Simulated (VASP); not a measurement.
# ZrS (Fm-3m) in VASP: a series of runs, part 2 of 2

VASP 6.6.1.

**4. Relaxation of cell and atoms, LDA**

This run uses another cell than the first one, of 16.96 Å³/atom, 1.003 times its volume.

Contents of INCAR:

```
PREC = Accurate ; ENCUT = 600
EDIFF = 1E-6 ; ISMEAR = 0
SIGMA = 0.1 ; LREAL = F
LASPH = T ; NELM = 100
ALGO = Normal ; ISIF = 3
LWAVE = F ; LCHARG = F
GGA = CA ; IBRION = 2
NSW = 100 ; EDIFFG = -0.005
```

Contents of KPOINTS:

```
regular mesh
0
Gamma
  14 14 14
```

Contents of POSCAR:

```
ZrS
1.0
    0.0000000000      2.5694556084      2.5694556084
    2.5694556084      0.0000000000      2.5694556084
    2.5694556084      2.5694556084      0.0000000000
Zr S
1 1
Direct
    0.0000000000      0.0000000000      0.0000000000
    0.5000000000      0.5000000000      0.5000000000
```

Potentials or basis: VASP PAW LDA potentials, release 64 (Zr_sv, S).

Run with:

```sh
$ cat potpaw_LDA.64/Zr_sv/POTCAR potpaw_LDA.64/S/POTCAR > POTCAR
$ mpirun -np 1 vasp_std > vasp.out
```

OUTCAR:

```text
PREC = Accurate
   ENCUT = 600
   EDIFF = 1E-6
   ISMEAR = 0
   LREAL = F
   LASPH = T
   NELM = 100
   ISIF = 3
   GGA = CA
   IBRION = 2
   NSW = 100
   EDIFFG = -0.005

 ion  position               nearest neighbor table
   1  0.000  0.000  0.000-   2 2.57   2 2.57   2 2.57   2 2.57   2 2.57   2 2.57
   2  0.500  0.500  0.500-   1 2.57   1 2.57   1 2.57   1 2.57   1 2.57   1 2.57

  LATTYP: Found a face centered cubic cell.
 ALAT       =     5.1389112168

  Lattice vectors:

 A1 = (   0.0000000000,   2.5694556084,   2.5694556084)
 A2 = (   2.5694556084,   0.0000000000,   2.5694556084)
 A3 = (   2.5694556084,   2.5694556084,   0.0000000000)

Analysis of symmetry for initial positions (statically):
=====================================================================
 Subroutine PRICEL returns:
 Original cell was already a primitive cell.

 Routine SETGRP: Setting up the symmetry group for a
 face centered cubic supercell.

 Subroutine GETGRP returns: Found 48 space group operations
 (whereof 48 operations were pure point group operations)
 out of a pool of 48 trial point group operations.

The static configuration has the point symmetry O_h .

Analysis of symmetry for dynamics (positions and initial velocities):
=====================================================================
 Subroutine PRICEL returns:
 Original cell was already a primitive cell.

 Routine SETGRP: Setting up the symmetry group for a
 face centered cubic supercell.

 Subroutine GETGRP returns: Found 48 space group operations
 (whereof 48 operations were pure point group operations)
 out of a pool of 48 trial point group operations.

The dynamic configuration has the point symmetry O_h .

 Subroutine INISYM returns: Found 48 space group operations
 (whereof 48 operations are pure point group operations),
 and found     1 'primitive' translations

----------------------------------------------------------------------------------------

                                     Primitive cell

  volume of cell :      33.9276

  direct lattice vectors                    reciprocal lattice vectors
     0.000000000  2.569455608  2.569455608    -0.194593749  0.194593749  0.194593749
     2.569455608  0.000000000  2.569455608     0.194593749 -0.194593749  0.194593749
     2.569455608  2.569455608  0.000000000     0.194593749  0.194593749 -0.194593749

  length of vectors
     3.633758969  3.633758969  3.633758969     0.337046260  0.337046260  0.337046260

  position of ions in fractional coordinates (direct lattice)
     0.000000000  0.000000000  0.000000000
     0.500000000  0.500000000  0.500000000

  ion indices of the primitive-cell ions
   primitive index   ion index
                 1           1
                 2           2

----------------------------------------------------------------------------------------

 KPOINTS: regular mesh

Automatic generation of k-mesh.
 Grid dimensions read from file:
 generate k-points for:   14   14   14

 Generating k-lattice:

  Cartesian coordinates                     Fractional coordinates (reciprocal lattice)
    -0.013899554  0.013899554  0.013899554     0.071428571  0.000000000  0.000000000
[... 47 lines left out ...]
   NGX,Y,Z   is equivalent  to a cutoff of  13.73, 13.73, 13.73 a.u.
   NGXF,Y,Z  is equivalent  to a cutoff of  27.45, 27.45, 27.45 a.u.
 SYSTEM =  unknown system
   PREC   = accura    normal or accurate (medium, high low for compatibility)
   ISTART =      0    job   : 0-new  1-cont  2-samecut
   ICHARG =      2    charge: 1-file 2-atom 10-const
   ISPIN  =      1    spin polarized calculation?
   LNONCOLLINEAR =      F non collinear calculations
   LSORBIT =      F    spin-orbit coupling
   LASPH  =      T    aspherical Exc in radial PAW
   ENCUT  =  600.0 eV  44.10 Ry    6.64 a.u.   7.26  7.26  7.26*2*pi/ulx,y,z
   NELM   =    100;   NELMIN=  2; NELMDL= -5     # of ELM steps
   EDIFF  = 0.1E-05   stopping-criterion for ELM
   LREAL  =      F    real-space projection
   EDIFFG = -.5E-02   stopping-criterion for IOM
   NSW    =    100    number of steps for IOM
   IBRION =      2    ionic relax: 0-MD 1-quasi-New 2-CG
   NFREE  =      1    steps in history (QN), initial steepest desc. (CG)
   ISIF   =      3    stress and relaxation
   ISYM   =      2    0-nonsym 1-usesym 2-fastsym
   POTIM  = 0.5000    time-step for ionic-motion
   TEBEG  =    0.0;   TEEND  =   0.0 temperature during run
   PSTRESS=    0.0 pullay stress
   NELECT =      18.0000    total number of electrons
   NUPDOWN=      -1.0000    fix difference up-down
   EMIN   =  10.00;   EMAX   =-10.00  energy-range for DOS
   EFERMI =   0.00;   METHOD = LEGACY
   ISMEAR =     0;   SIGMA  =   0.10  broadening in eV -4-tet -1-fermi 0-gaus
   EFERMI_NEDOS =   21; number of points for ismear=-14 and -15
   IALGO  =     38    algorithm
   IMIX   =      4    mixing-type and parameters
     AMIX     =   0.40;   BMIX     =  1.00
     AMIX_MAG =   1.60;   BMIX_MAG =  1.00
  volume/ion in A,a.u.               =      16.96       114.48
  Fermi-wavevector in a.u.,A,eV,Ry     =   1.325301  2.504456 23.897585  1.756423
  Thomas-Fermi vector in A             =   2.454772
   LORBIT       =      0    0 simple, 1 ext, 2 COOP (PROOUT), +10 PAW based schemes
   GGA     = CA    functional components
   LHFCALC =     F    Hartree Fock is set to
   AEXX    =    0.0000 exact exchange contribution
   IVDW    =     0    specifies the selected vdW correction
   LEPSILON=     F    determine dielectric tensor
   LRPA    =     F    only Hartree local field effects (RPA)
 conjugate gradient relaxation of ions
 non-spin polarized calculation
 Gauss-broadening in eV      SIGMA  =   0.10
  energy-cutoff  :      600.00
  volume of cell :       33.93
 maximum number of plane-waves:      1158
 NGX is ok and might be reduce to    30
   NGX = 15   NGY = 15   NGZ = 15

--------------------------------------- Ionic step        1  -------------------------------------------

 number of electron      18.0000001 magnetization

 Free energy of the ion-electron system (eV)
  ---------------------------------------------------
  ext. energy  EPLUGINS =         0.00000000
  ---------------------------------------------------
  free energy    TOTEN  =       -17.16186032 eV

  energy without entropy =      -17.15476668  energy(sigma->0) =      -17.15831350

------------------------ aborting loop because EDIFF is reached ----------------------------------------

  FORCE on cell =-STRESS in cart. coord.  units (eV):
  Direction    XX          YY          ZZ          XY          YZ          ZX
  --------------------------------------------------------------------------------------
  -------------------------------------------------------------------------------------
  Total       -0.0412012     -0.0412012     -0.0412012     -0.0000000     -0.0000000     -0.0000000
  in kB       -1.9456620     -1.9456620     -1.9456620     -0.0000000     -0.0000000     -0.0000000
  external PRESSURE =      -1.9456620 kB  Pullay stress =       0.0000000 kB
[... 59 lines left out ...]
--------------------------------------- Ionic step        3  -------------------------------------------

 number of electron      18.0000001 magnetization

 Free energy of the ion-electron system (eV)
  ---------------------------------------------------
  ext. energy  EPLUGINS =         0.00000000
  ---------------------------------------------------
  free energy    TOTEN  =       -17.16188671 eV

  energy without entropy =      -17.15480484  energy(sigma->0) =      -17.15834577

 E-fermi :  11.3638     XC(G=0): -11.8482

 val. band max:       11.3579370080   @ k =   0.5000   0.1429   0.0000
 cond. band min:      11.3697591871   @ k =   0.2857   0.0000   0.0000
 fundamental gap:      0.0118221792
 Fermi energy:        11.3637802804

 k-point     1 :       0.0000    0.0000    0.0000
  band No.  band energies     occupation
      1     -38.1941      2.00000
      2     -16.3132      2.00000
      3     -16.3132      2.00000
      4     -16.3132      2.00000
      5      -4.6776      2.00000
      6       7.8653      2.00000
      7       7.8653      2.00000
      8       7.8653      2.00000
      9       9.8482      2.00000
     10       9.8482      2.00000
     11       9.8482      2.00000
     12      10.5872      2.00000
     13      10.5872      2.00000
[... 354 lines left out ...]
  band No.  band energies     occupation
      1     -38.1720      2.00000
      2     -16.5399      2.00000
      3     -16.3641      2.00000
      4     -16.3565      2.00000
      5      -3.8407      2.00000
      6       4.6886      2.00000
      7       6.2611      2.00000
      8       6.5330      2.00000
      9       9.5441      2.00000
     10      11.5771      0.00255
     11      12.0629      0.00000
     12      12.7532      0.00000
     13      13.8904      0.00000

 [... further k-points ...]
[... 5 lines left out ...]
  --------------------------------------------------------------------------------------
  -------------------------------------------------------------------------------------
  Total        0.0003378      0.0003378      0.0003378      0.0000000      0.0000000      0.0000000
  in kB        0.0159730      0.0159730      0.0159730      0.0000000      0.0000000      0.0000000
  external PRESSURE =       0.0159730 kB  Pullay stress =       0.0000000 kB
[... 17 lines left out ...]
  FREE ENERGIE OF THE ION-ELECTRON SYSTEM (eV)
  ---------------------------------------------------
  free  energy   TOTEN  =       -17.1618867080 eV

  energy  without entropy=      -17.1548048378  energy(sigma->0) =      -17.15834577

 reached required accuracy - stopping structural energy minimisation
```

CONTCAR:

```text
ZrS
   1.00000000000000
    -0.0000000000000000    2.5683777952419327    2.5683777952419327
     2.5683777952419327    0.0000000000000000    2.5683777952419327
     2.5683777952419327    2.5683777952419327   -0.0000000000000000
  Zr              S
     1     1
Direct
     0.0000000000000000    0.0000000000000000    0.0000000000000000
     0.5000000000000000    0.5000000000000000    0.5000000000000000

  0.00000000E+00  0.00000000E+00  0.00000000E+00
  0.00000000E+00  0.00000000E+00  0.00000000E+00
```

Run time: 62 s. Hardware: 1 thread of Intel Xeon 6975P-C (Granite Rapids), shared host; peak memory 0.19 GiB.

Results:

- Free energy: -17.1619 eV
- Relaxed volume: 16.94 Å³/atom
- Relaxed cell: a = 3.632 Å, b = 3.632 Å, c = 3.632 Å, α = 60.00°, β = 60.00°, γ = 60.00°
- Space group after relaxing (to 0.05 Å): Fm-3m (No. 225)
- Energy gained by relaxing: 0.0 meV/atom
- Ionic steps: 3
- Pressure after relaxing: 0.0 GPa

Final structure:
```cif
data_structure
_symmetry_space_group_name_H-M 'P 1'
_symmetry_Int_Tables_number 1
_cell_length_a 3.6322
_cell_length_b 3.6322
_cell_length_c 3.6322
_cell_angle_alpha 60.000
_cell_angle_beta 60.000
_cell_angle_gamma 60.000
_cell_volume 33.88
loop_
_atom_site_label
_atom_site_type_symbol
_atom_site_fract_x
_atom_site_fract_y
_atom_site_fract_z
_atom_site_occupancy
Zr1 Zr 0.00000 0.00000 0.00000 1
S1 S 0.50000 0.50000 0.50000 1
```

Levels at points of the mesh, in eV from the Fermi level:
```tsv
k point	band 6	band 7	band 8	band 9	band 10	band 11	band 12	band 13
(0.00, 0.00, 0.00)	-3.50	-3.50	-3.50	-1.52	-1.52	-1.52	-0.78	-0.78
(0.50, 0.00, 0.00)	-8.31	-6.20	-6.20	1.60	1.60	1.99	2.00	6.01
(0.50, 0.50, 0.00)	-6.30	-4.45	-4.45	-3.76	0.52	2.59	2.59	3.08
```

Caveat: the bands computed are all filled at some k points, so no gap is given.

**5. Single point, LDA**

Contents of INCAR:

```
PREC = Accurate ; ENCUT = 520
EDIFF = 1E-7 ; ISMEAR = 0
SIGMA = 0.15 ; LREAL = F
LASPH = T ; NELM = 100
ALGO = Normal ; ISIF = 2
LWAVE = F ; LCHARG = F
GGA = CA ; NBANDS = 16
```

Contents of KPOINTS:

```
regular mesh
0
Gamma
  16 16 16
```

Contents of POSCAR:

```
ZrS
1.0
    0.0000000000      2.5671447275      2.5671447275
    2.5671447275      0.0000000000      2.5671447275
    2.5671447275      2.5671447275      0.0000000000
Zr S
1 1
Direct
    0.0000000000      0.0000000000      0.0000000000
    0.5000000000      0.5000000000      0.5000000000
```

Run with:

```sh
$ cat potpaw_LDA.64/Zr_sv/POTCAR potpaw_LDA.64/S/POTCAR > POTCAR
$ mpirun -np 1 vasp_std > vasp.out
```

It took 38 s on 1 thread of Intel Xeon 6975P-C (Granite Rapids), shared host; peak memory 0.2 GiB.

Results (log left out):

```
Free energy            : -17.1697 eV
Pressure               : 0.2 GPa
Band gap on the k mesh : zero (band 9 reaches 12.99 eV, above the bottom of band 10 at 9.86 eV)
```

Levels at points of the mesh, in eV from the Fermi level:
```csv
k point,band 6,band 7,band 8,band 9,band 10,band 11,band 12,band 13
"(0.00, 0.00, 0.00)",-3.50,-3.50,-3.50,-1.52,-1.52,-1.52,-0.78,-0.78
"(0.50, 0.00, 0.00)",-8.32,-6.21,-6.21,1.60,1.60,1.99,2.00,6.01
"(0.50, 0.50, 0.00)",-6.30,-4.46,-4.46,-3.76,0.52,2.60,2.60,3.09
```

**6. Summary**

```csv
task,cell,k mesh,cutoff (eV),smearing,gap on the mesh (eV),pressure (GPa)
single point,"a = 3.630 Å, angles 60.0°, 2 atoms",14 × 14 × 14,520,gaussian 0.1 eV,none,0.2
single point,"a = 3.630 Å, angles 60.0°, 2 atoms",16 × 16 × 16,520,gaussian 0.15 eV,none,0.2
relaxation of cell and atoms,"relaxed from a = 3.634 Å, angles 60.0°, 2 atoms",14 × 14 × 14,600,gaussian 0.1 eV,-,0.0
```

Alike in all rows: level LDA; potentials or basis VASP PAW LDA potentials, release 64 (Zr_sv, S); no spin polarisation.

Caveats: the bands computed are all filled at some k points, so no gap is given (some runs).

Absolute energies hang on the potentials; compare differences alone.
